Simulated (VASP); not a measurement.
# In (Immm) in VASP: a series of runs

Runs on In. Level: PBEsol. Tasks: single point.

All numbers are computed with VASP 6.6.1; they aren't measurements. Logs are shortened: lines on timing, memory, paths and dates and some standing lists are left out, and cuts for length are marked.

### Step 1. The cell of the first run

The structure is orthorhombic, space group Immm (No. 71). Conventional cell: a = 3.187 Å, b = 3.252 Å, c = 4.948 Å, α = 90.00°, β = 90.00°, γ = 90.00°. In (site symmetry mmm) has 12 In at 3.19 to 3.36 Å within 4.2 Å.

### Step 2. Single point, PBEsol (strain -0.0200 x Voigt [0, 1, 0, 0, 0, 0])

Input file INCAR:

```
SYSTEM = In
ALGO = Fast
EDIFF = 1E-6
ENCUT = 520
GGA = PS
ISIF = 2
ISMEAR = 0
LASPH = .TRUE.
LCHARG = .FALSE.
LREAL = .FALSE.
LWAVE = .FALSE.
NBANDS = 12
NELM = 80
PREC = Accurate
SIGMA = 0.15
```

Input file KPOINTS:

```
k-points
0
G
  20 20 20
  0 0 0
```

Input file POSCAR:

```
In
1.0
   -1.6261500000      1.5936270000      2.4739500000
    1.6261500000     -1.5936270000      2.4739500000
    1.6261500000      1.5936270000     -2.4739500000
In
1
Direct
    0.0000000000      0.0000000000      0.0000000000
```

Potentials or basis: VASP PAW PBE potentials, release 64 (In_d).

The run is started by

```console
$ cat potpaw_PBE.64/In_d/POTCAR > POTCAR
$ mpirun -np 1 vasp_std > vasp.out
```

OUTCAR:

```text
SYSTEM = In
   EDIFF = 1E-6
   ENCUT = 520
   GGA = PS
   ISIF = 2
   ISMEAR = 0
   LASPH = .TRUE.
   LREAL = .FALSE.
   NELM = 80
   PREC = Accurate

 ion  position               nearest neighbor table
   1  0.000  0.000  0.000-

  LATTYP: Found a body centered orthorhombic cell.
 ALAT       =     3.1872540000
 B/A-ratio  =     1.0204081633
 C/A-ratio  =     1.5524021619

  Lattice vectors:

 A1 = (   1.6261500000,  -1.5936270000,  -2.4739500000)
 A2 = (  -1.6261500000,   1.5936270000,  -2.4739500000)
 A3 = (   1.6261500000,   1.5936270000,   2.4739500000)

Analysis of symmetry for initial positions (statically):
=====================================================================
 Subroutine PRICEL returns:
 Original cell was already a primitive cell.

 Routine SETGRP: Setting up the symmetry group for a
 body centered orthorhombic supercell.

 Subroutine GETGRP returns: Found  8 space group operations
 (whereof  8 operations were pure point group operations)
 out of a pool of  8 trial point group operations.

The static configuration has the point symmetry D_2h.

Analysis of symmetry for dynamics (positions and initial velocities):
=====================================================================
 Subroutine PRICEL returns:
 Original cell was already a primitive cell.

 Routine SETGRP: Setting up the symmetry group for a
 body centered orthorhombic supercell.

 Subroutine GETGRP returns: Found  8 space group operations
 (whereof  8 operations were pure point group operations)
 out of a pool of  8 trial point group operations.

The dynamic configuration has the point symmetry D_2h.

 Subroutine INISYM returns: Found  8 space group operations
 (whereof  8 operations are pure point group operations),
 and found     1 'primitive' translations

----------------------------------------------------------------------------------------

                                     Primitive cell

  volume of cell :      25.6447

  direct lattice vectors                    reciprocal lattice vectors
    -1.626150000  1.593627000  2.473950000     0.000000000  0.313749704  0.202105944
     1.626150000 -1.593627000  2.473950000     0.307474710  0.000000000  0.202105944
     1.626150000  1.593627000 -2.473950000     0.307474710  0.313749704  0.000000000
[... 81 lines left out ...]
   NELM   =     80;   NELMIN=  2; NELMDL= -5     # of ELM steps
   EDIFF  = 0.1E-05   stopping-criterion for ELM
   LREAL  =      F    real-space projection
   EDIFFG = 0.1E-04   stopping-criterion for IOM
   NSW    =      0    number of steps for IOM
   IBRION =     -1    ionic relax: 0-MD 1-quasi-New 2-CG
   NFREE  =      0    steps in history (QN), initial steepest desc. (CG)
   ISIF   =      2    stress and relaxation
   ISYM   =      2    0-nonsym 1-usesym 2-fastsym
   POTIM  = 0.5000    time-step for ionic-motion
   TEBEG  =    0.0;   TEEND  =   0.0 temperature during run
   PSTRESS=    0.0 pullay stress
   NELECT =      13.0000    total number of electrons
   NUPDOWN=      -1.0000    fix difference up-down
   EMIN   =  10.00;   EMAX   =-10.00  energy-range for DOS
   EFERMI =   0.00;   METHOD = LEGACY
   ISMEAR =     0;   SIGMA  =   0.15  broadening in eV -4-tet -1-fermi 0-gaus
   EFERMI_NEDOS =   21; number of points for ismear=-14 and -15
   IALGO  =     68    algorithm
   IMIX   =      4    mixing-type and parameters
     AMIX     =   0.40;   BMIX     =  1.00
     AMIX_MAG =   1.60;   BMIX_MAG =  1.00
  volume/ion in A,a.u.               =      25.64       173.06
  Fermi-wavevector in a.u.,A,eV,Ry     =   1.305339  2.466732 23.183091  1.703909
  Thomas-Fermi vector in A             =   2.436214
   LORBIT       =      0    0 simple, 1 ext, 2 COOP (PROOUT), +10 PAW based schemes
   GGA     = PS    functional components
   LHFCALC =     F    Hartree Fock is set to
   AEXX    =    0.0000 exact exchange contribution
   IVDW    =     0    specifies the selected vdW correction
   LEPSILON=     F    determine dielectric tensor
   LRPA    =     F    only Hartree local field effects (RPA)
 non-spin polarized calculation
 RMM-DIIS sequential band-by-band and
 Gauss-broadening in eV      SIGMA  =   0.15
  energy-cutoff  :      520.00
  volume of cell :       25.64
 maximum number of plane-waves:       705
 NGX is ok and might be reduce to    28
   NGX = 13   NGY = 13   NGZ = 13

 number of electron      13.0000003 magnetization

 Free energy of the ion-electron system (eV)
  ---------------------------------------------------
  ext. energy  EPLUGINS =         0.00000000
  ---------------------------------------------------
  free energy    TOTEN  =        -2.98582363 eV

  energy without entropy =       -2.98069741  energy(sigma->0) =       -2.98326052

 E-fermi :   7.5814     XC(G=0): -10.5002

 val. band max:        7.5797091162   @ k =   0.2500   0.2500   0.2500
 cond. band min:       7.5865839511   @ k =   0.3000   0.5000  -0.0000
 fundamental gap:      0.0068748348
 Fermi energy:         7.5814477712

 k-point     1 :       0.0000    0.0000    0.0000
  band No.  band energies     occupation
      1      -7.0719      2.00000
      2      -6.9541      2.00000
      3      -6.9271      2.00000
      4      -6.8662      2.00000
      5      -6.7412      2.00000
      6      -2.1217      2.00000
      7      17.9751      0.00000
      8      18.3861      0.00000
      9      18.5904      0.00000
     10      19.3223      0.00000
     11      21.5718      0.00000
     12      21.6838      0.00000
[... 331 lines left out ...]
 k-point    24 :      -0.4000    0.0500    0.0000
  band No.  band energies     occupation
      1      -7.0446      2.00000
      2      -6.9913      2.00000
      3      -6.9255      2.00000
      4      -6.7057      2.00000
      5      -6.6407      2.00000
      6       1.3851      2.00000
      7       6.8205      2.00000
      8      15.0331      0.00000
      9      16.6119      0.00000
     10      18.4158      0.00000
     11      19.7194      0.00000
     12      21.3717      0.00000

 [... further k-points ...]
[... 5 lines left out ...]
  --------------------------------------------------------------------------------------
  -------------------------------------------------------------------------------------
  Total       -0.0218998      0.0237508     -0.0381692      0.0000000      0.0000000      0.0000000
  in kB       -1.3682123      1.4838544     -2.3846554      0.0000000      0.0000000      0.0000000
  external PRESSURE =      -0.7563378 kB  Pullay stress =       0.0000000 kB

 VOLUME and BASIS-vectors are now :
 -----------------------------------------------------------------------------
  energy-cutoff  :      520.00
  volume of cell :       25.64
      direct lattice vectors                 reciprocal lattice vectors
    -1.626150000  1.593627000  2.473950000     0.000000000  0.313749704  0.202105944
     1.626150000 -1.593627000  2.473950000     0.307474710  0.000000000  0.202105944
     1.626150000  1.593627000 -2.473950000     0.307474710  0.313749704  0.000000000

 POSITION                                       TOTAL-FORCE (eV/Angst)
 -----------------------------------------------------------------------------------
      0.00000      0.00000      0.00000        -0.000000     -0.000000     -0.000000
 -----------------------------------------------------------------------------------
    total drift:                               -0.000000     -0.000000     -0.000000

  FREE ENERGIE OF THE ION-ELECTRON SYSTEM (eV)
  ---------------------------------------------------
  free  energy   TOTEN  =        -2.9858236282 eV

  energy  without entropy=       -2.9806974141  energy(sigma->0) =       -2.98326052
```

OSZICAR:

```text
N       E                     dE             d eps       ncg     rms          rms(c)
DAV:   1     0.776506446382E+02    0.77651E+02   -0.62489E+03 28504   0.137E+03
DAV:   2     0.703787797519E+00   -0.76947E+02   -0.74920E+02 29348   0.290E+02
DAV:   3    -0.294527270290E+01   -0.36491E+01   -0.36375E+01 33212   0.639E+01
DAV:   4    -0.302688003305E+01   -0.81607E-01   -0.81580E-01 35408   0.948E+00
DAV:   5    -0.303056914593E+01   -0.36891E-02   -0.36890E-02 38876   0.178E+00    0.238E+00
RMM:   6    -0.299318916217E+01    0.37380E-01   -0.47766E-02 34443   0.346E+00    0.123E+00
RMM:   7    -0.298623862737E+01    0.69505E-02   -0.16412E-02 33272   0.166E+00    0.299E-01
RMM:   8    -0.298576176286E+01    0.47686E-03   -0.20557E-03 40970   0.656E-01    0.804E-02
RMM:   9    -0.298581518867E+01   -0.53426E-04   -0.60036E-04 43671   0.241E-01    0.413E-02
RMM:  10    -0.298581814347E+01   -0.29548E-05   -0.13882E-04 38671   0.205E-01    0.721E-03
RMM:  11    -0.298582246344E+01   -0.43200E-05   -0.64346E-05 44694   0.880E-02    0.140E-02
RMM:  12    -0.298582292363E+01   -0.46019E-06   -0.17770E-05 39330   0.551E-02    0.201E-03
RMM:  13    -0.298582362820E+01   -0.70457E-06   -0.43607E-06 23938   0.207E-02
   1 F= -.29858236E+01 E0= -.29832605E+01  d E =-.512621E-02
```

stdout:

```text
POSCAR found type information on POSCAR In
 POSCAR found :  1 types and       1 ions
 scaLAPACK will be used
 -----------------------------------------------------------------------------
|                                                                             |
|                                                                             |
|     You enforced a specific xc type in the INCAR file but a different       |
|     I HOPE YOU KNOW WHAT YOU ARE DOING!                                     |
|                                                                             |
 -----------------------------------------------------------------------------

 LDA part: xc-table for (Slater+PW92), standard interpolation
 POSCAR, INCAR and KPOINTS ok, starting setup
 FFT: planning ... GRIDC
 FFT: planning ... GRID_SOFT
 FFT: planning ... GRID
 WAVECAR not read
 entering main loop
WARNING in EDDRMM: call to ZHEGV failed, returncode =   6  3     10
WARNING in EDDRMM: call to ZHEGV failed, returncode =   6  3     10
WARNING in EDDRMM: call to ZHEGV failed, returncode =   8  4     10
WARNING in EDDRMM: call to ZHEGV failed, returncode =   8  4     11
WARNING in EDDRMM: call to ZHEGV failed, returncode =   8  4     12
WARNING in EDDRMM: call to ZHEGV failed, returncode =   6  3     11
```

Run time: 3.4 min. Hardware: 1 thread of Intel Xeon 6975P-C (Granite Rapids), shared host; peak memory 0.44 GiB.

What came out:

| Quantity | Value |
| --- | --- |
| Free energy | -2.9858 eV |
| Pressure | -0.1 GPa |

Caveat: the cell differs from its parent crystal (strain -0.0200 x Voigt [0, 1, 0, 0, 0, 0]); the PAW data sets were made with another functional, which shifts forces and pressure a little; spin-orbit coupling is left out, which moves the levels of the heavy elements.

[end of part 1 of 2]
